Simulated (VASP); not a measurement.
# Hg in VASP: single point with PBEsol

Aim: the single point of Hg with PBEsol.

Program: VASP 6.6.1. These are calculated values, not measurements. Logs are shortened: lines on timing, memory, paths and dates and some standing lists are left out, and cuts for length are marked.

## (1) The cell of the first run

The typed cell holds 1 atom: a = 3.288 Å, b = 3.288 Å, c = 3.797 Å, α = 54.73°, β = 54.73°, γ = 70.53°.

## (2) Single point, PBEsol

Input file INCAR:

```
SYSTEM = Hg
ALGO = Fast
EDIFF = 1E-6
ENCUT = 520
GGA = PS
ISIF = 2
ISMEAR = 0
LASPH = .TRUE.
LCHARG = .FALSE.
LREAL = .FALSE.
LWAVE = .FALSE.
NBANDS = 12
NELM = 80
PREC = Accurate
SIGMA = 0.15
```

Input file KPOINTS:

```
k-points
0
G
  20 20 20
  0 0 0
```

Input file POSCAR:

```
Hg
1.0
    0.0000000000      2.6849649073      1.8982701895
    2.6849649073      0.0000000000      1.8982701895
    2.6849649073      2.6849649073      0.0000000000
Hg
1
Direct
    0.0000000000      0.0000000000      0.0000000000
```

Potentials or basis: VASP PAW PBE potentials, release 64 (Hg).

Command:

```sh
$ cat potpaw_PBE.64/Hg/POTCAR > POTCAR
$ mpirun -np 1 vasp_std > vasp.out
```

OUTCAR:

```text
SYSTEM = Hg
   EDIFF = 1E-6
   ENCUT = 520
   GGA = PS
   ISIF = 2
   ISMEAR = 0
   LASPH = .TRUE.
   LREAL = .FALSE.
   NELM = 80
   PREC = Accurate

 ion  position               nearest neighbor table
   1  0.000  0.000  0.000-

  LATTYP: Found a body centered tetragonal cell.
 ALAT       =     3.7971137864
 C/A-ratio  =     0.9998489886

  Lattice vectors:

 A1 = (   0.0000000000,  -2.6849649073,  -1.8982701895)
 A2 = (   0.0000000000,   2.6849649073,  -1.8982701895)
 A3 = (   2.6849649073,   0.0000000000,   1.8982701895)

Analysis of symmetry for initial positions (statically):
=====================================================================
 Subroutine PRICEL returns:
 Original cell was already a primitive cell.

 Routine SETGRP: Setting up the symmetry group for a
 body centered tetragonal supercell.

 Subroutine GETGRP returns: Found 16 space group operations
 (whereof 16 operations were pure point group operations)
 out of a pool of 16 trial point group operations.

The static configuration has the point symmetry D_4h.

Analysis of symmetry for dynamics (positions and initial velocities):
=====================================================================
 Subroutine PRICEL returns:
 Original cell was already a primitive cell.

 Routine SETGRP: Setting up the symmetry group for a
 body centered tetragonal supercell.

 Subroutine GETGRP returns: Found 16 space group operations
 (whereof 16 operations were pure point group operations)
 out of a pool of 16 trial point group operations.

The dynamic configuration has the point symmetry D_4h.

 Subroutine INISYM returns: Found 16 space group operations
 (whereof 16 operations are pure point group operations),
 and found     1 'primitive' translations

----------------------------------------------------------------------------------------

                                     Primitive cell

  volume of cell :      27.3694

  direct lattice vectors                    reciprocal lattice vectors
     0.000000000  2.684964907  1.898270190    -0.186222173  0.186222173  0.263397699
     2.684964907  0.000000000  1.898270190     0.186222173 -0.186222173  0.263397699
     2.684964907  2.684964907  0.000000000     0.186222173  0.186222173 -0.263397699

  length of vectors
     3.288231480  3.288231480  3.797113786     0.372472473  0.372472473  0.372472473

  position of ions in fractional coordinates (direct lattice)
     0.000000000  0.000000000  0.000000000

  ion indices of the primitive-cell ions
   primitive index   ion index
                 1           1

----------------------------------------------------------------------------------------

 KPOINTS: k-points

Automatic generation of k-mesh.
 Grid dimensions read from file:
 generate k-points for:   20   20   20

 Generating k-lattice:

  Cartesian coordinates                     Fractional coordinates (reciprocal lattice)
    -0.009311109  0.009311109  0.013169885     0.050000000  0.000000000  0.000000000
     0.009311109 -0.009311109  0.013169885     0.000000000  0.050000000  0.000000000
     0.009311109  0.009311109 -0.013169885     0.000000000  0.000000000  0.050000000

  Length of vectors
     0.018623624  0.018623624  0.018623624

  Shift w.r.t. Gamma in fractional coordinates (k-lattice)
     0.000000000  0.000000000  0.000000000

 Subroutine IBZKPT returns following result:
 ===========================================

 Found    641 irreducible k-points:

 Following reciprocal coordinates:
            Coordinates               Weight
  0.000000  0.000000  0.000000      1.000000
  0.050000  0.000000  0.000000      8.000000
  0.100000 -0.000000  0.000000      8.000000
  0.150000 -0.000000  0.000000      8.000000
  0.200000 -0.000000  0.000000      8.000000
  0.250000  0.000000  0.000000      8.000000
[... 16 lines left out ...]
 -0.400000  0.050000  0.000000      8.000000
 -0.350000  0.050000  0.000000      8.000000
 [... further k-points ...]
   k-points           NKPTS =    641   k-points in BZ     NKDIM =    641   number of bands    NBANDS=     12
   number of dos      NEDOS =    301   number of ions     NIONS =      1
   total plane-waves  NPLWV =  16128
   dimension x,y,z NGX =    24 NGY =   24 NGZ =   28
   dimension x,y,z NGXF=    48 NGYF=   48 NGZF=   56
   ions per type =               1
   NGX,Y,Z   is equivalent  to a cutoff of  12.13, 12.13, 12.26 a.u.
   NGXF,Y,Z  is equivalent  to a cutoff of  24.27, 24.27, 24.52 a.u.
 SYSTEM =  Hg
   PREC   = accura    normal or accurate (medium, high low for compatibility)
   ISTART =      0    job   : 0-new  1-cont  2-samecut
   ICHARG =      2    charge: 1-file 2-atom 10-const
   ISPIN  =      1    spin polarized calculation?
   LNONCOLLINEAR =      F non collinear calculations
   LSORBIT =      F    spin-orbit coupling
   LASPH  =      T    aspherical Exc in radial PAW
   ENCUT  =  520.0 eV  38.22 Ry    6.18 a.u.   6.11  6.11  7.06*2*pi/ulx,y,z
   NELM   =     80;   NELMIN=  2; NELMDL= -5     # of ELM steps
   EDIFF  = 0.1E-05   stopping-criterion for ELM
   LREAL  =      F    real-space projection
   EDIFFG = 0.1E-04   stopping-criterion for IOM
   NSW    =      0    number of steps for IOM
   IBRION =     -1    ionic relax: 0-MD 1-quasi-New 2-CG
   NFREE  =      0    steps in history (QN), initial steepest desc. (CG)
   ISIF   =      2    stress and relaxation
   ISYM   =      2    0-nonsym 1-usesym 2-fastsym
   POTIM  = 0.5000    time-step for ionic-motion
   TEBEG  =    0.0;   TEEND  =   0.0 temperature during run
   PSTRESS=    0.0 pullay stress
   NELECT =      12.0000    total number of electrons
   NUPDOWN=      -1.0000    fix difference up-down
   EMIN   =  10.00;   EMAX   =-10.00  energy-range for DOS
   EFERMI =   0.00;   METHOD = LEGACY
   ISMEAR =     0;   SIGMA  =   0.15  broadening in eV -4-tet -1-fermi 0-gaus
   EFERMI_NEDOS =   21; number of points for ismear=-14 and -15
   IALGO  =     68    algorithm
   IMIX   =      4    mixing-type and parameters
     AMIX     =   0.40;   BMIX     =  1.00
     AMIX_MAG =   1.60;   BMIX_MAG =  1.00
  volume/ion in A,a.u.               =      27.37       184.70
  Fermi-wavevector in a.u.,A,eV,Ry     =   1.243694  2.350241 21.045144  1.546774
  Thomas-Fermi vector in A             =   2.377993
   LORBIT       =      0    0 simple, 1 ext, 2 COOP (PROOUT), +10 PAW based schemes
   GGA     = PS    functional components
   LHFCALC =     F    Hartree Fock is set to
   AEXX    =    0.0000 exact exchange contribution
   IVDW    =     0    specifies the selected vdW correction
   LEPSILON=     F    determine dielectric tensor
   LRPA    =     F    only Hartree local field effects (RPA)
 non-spin polarized calculation
 RMM-DIIS sequential band-by-band and
 Gauss-broadening in eV      SIGMA  =   0.15
  energy-cutoff  :      520.00
  volume of cell :       27.37
 maximum number of plane-waves:       751
   NGX = 13   NGY = 13   NGZ = 13

 number of electron      11.9999998 magnetization

 Free energy of the ion-electron system (eV)
  ---------------------------------------------------
  ext. energy  EPLUGINS =         0.00000000
  ---------------------------------------------------
  free energy    TOTEN  =        -0.52525089 eV

  energy without entropy =       -0.52268176  energy(sigma->0) =       -0.52396633

 E-fermi :   1.3594     XC(G=0): -10.2519

 val. band max:        1.3106352292   @ k =   0.5000   0.4000   0.1000
 cond. band min:       1.4002071831   @ k =  -0.4500   0.0500   0.4500
 fundamental gap:      0.0895719539
 Fermi energy:         1.3594214380

 k-point     1 :       0.0000    0.0000    0.0000
  band No.  band energies     occupation
      1      -6.4856      2.00000
      2      -5.1521      2.00000
      3      -5.1517      2.00000
      4      -5.1517      2.00000
      5      -4.4753      2.00000
      6      -4.4749      2.00000
      7      15.8332      0.00000
      8      15.8332      0.00000
      9      15.8349      0.00000
     10      16.0865      0.00000
     11      16.0865      0.00000
     12      16.0885      0.00000

 k-point     2 :       0.0500    0.0000    0.0000
  band No.  band energies     occupation
      1      -6.4257      2.00000
      2      -5.1605      2.00000
      3      -5.1476      2.00000
      4      -5.1272      2.00000
      5      -4.4843      2.00000
      6      -4.4749      2.00000
      7      15.0519      0.00000
      8      15.5765      0.00000
      9      15.5809      0.00000
     10      15.9458      0.00000
     11      16.0715      0.00000
     12      16.1141      0.00000

 k-point     3 :       0.1000   -0.0000    0.0000
  band No.  band energies     occupation
      1      -6.2518      2.00000
      2      -5.1854      2.00000
      3      -5.1316      2.00000
      4      -5.0543      2.00000
      5      -4.5087      2.00000
      6      -4.4739      2.00000
      7      13.3971      0.00000
      8      14.9212      0.00000
      9      14.9327      0.00000
     10      15.7126      0.00000
     11      16.0305      0.00000
     12      16.3223      0.00000
[... 286 lines left out ...]
 k-point    23 :      -0.4000    0.0500    0.0000
  band No.  band energies     occupation
      1      -5.6742      2.00000
      2      -5.4313      2.00000
      3      -4.5753      2.00000
      4      -4.4799      2.00000
      5      -4.1202      2.00000
      6      -2.0056      2.00000
      7       3.1070      0.00000
      8      10.3108      0.00000
      9      11.1755      0.00000
     10      15.0390      0.00000
     11      15.9925      0.00000
     12      18.9943      0.00000

 k-point    24 :      -0.3500    0.0500    0.0000
  band No.  band energies     occupation
      1      -5.6252      2.00000
      2      -5.3954      2.00000
      3      -4.5983      2.00000
      4      -4.4793      2.00000
      5      -4.2628      2.00000
      6      -2.9546      2.00000
      7       4.6301      0.00000
      8      10.7784      0.00000
      9      11.4895      0.00000
     10      15.1000      0.00000
     11      16.0364      0.00000
     12      18.2980      0.00000

 [... further k-points ...]

------------------------ aborting loop because EDIFF is reached ----------------------------------------

  FORCE on cell =-STRESS in cart. coord.  units (eV):
  Direction    XX          YY          ZZ          XY          YZ          ZX
  --------------------------------------------------------------------------------------
  -------------------------------------------------------------------------------------
  Total       -0.4418425     -0.4418425     -0.4419648      0.0000000     -0.0000000     -0.0000000
  in kB      -25.8650190    -25.8650190    -25.8721820      0.0000000     -0.0000000     -0.0000000
  external PRESSURE =     -25.8674067 kB  Pullay stress =       0.0000000 kB

 VOLUME and BASIS-vectors are now :
 -----------------------------------------------------------------------------
  energy-cutoff  :      520.00
  volume of cell :       27.37
      direct lattice vectors                 reciprocal lattice vectors
     0.000000000  2.684964907  1.898270190    -0.186222173  0.186222173  0.263397699
     2.684964907  0.000000000  1.898270190     0.186222173 -0.186222173  0.263397699
     2.684964907  2.684964907  0.000000000     0.186222173  0.186222173 -0.263397699

 POSITION                                       TOTAL-FORCE (eV/Angst)
 -----------------------------------------------------------------------------------
      0.00000      0.00000      0.00000         0.000000      0.000000      0.000000
 -----------------------------------------------------------------------------------
    total drift:                               -0.000000      0.000000     -0.000000

  FREE ENERGIE OF THE ION-ELECTRON SYSTEM (eV)
  ---------------------------------------------------
  free  energy   TOTEN  =        -0.5252508927 eV

  energy  without entropy=       -0.5226817611  energy(sigma->0) =       -0.52396633
```

It took 2.4 min on 1 thread of Oxide Virtual Turin-like, shared host; peak memory 0.27 GiB.

Results:

```
Free energy            : -0.5253 eV
Pressure               : -2.6 GPa
Band gap on the k mesh : zero (bands 6 and 7 overlap by 3.04 eV)
```

Levels at points of the mesh, in eV from the Fermi level:
```csv
k point,band 2,band 3,band 4,band 5,band 6,band 7,band 8,band 9,band 10,band 11
"(0.00, 0.00, 0.00)",-6.51,-6.51,-6.51,-5.83,-5.83,14.47,14.47,14.48,14.73,14.73
"(0.50, 0.00, 0.00)",-6.85,-5.89,-5.81,-5.35,-1.46,-0.74,8.76,9.72,13.35,14.35
"(0.50, 0.50, 0.00)",-7.02,-5.47,-5.47,-5.47,2.30,3.85,3.85,3.86,9.42,9.42
"(0.50, 0.00, 0.50)",-6.85,-5.89,-5.81,-5.35,-1.46,-0.74,8.76,9.72,13.36,14.35
```

Caveat: the PAW data sets were made with another functional, which shifts forces and pressure a little; spin-orbit coupling is left out, which moves the levels of the heavy elements.

The gap in the log of VASP goes by the Fermi energy; the results here count the filled bands.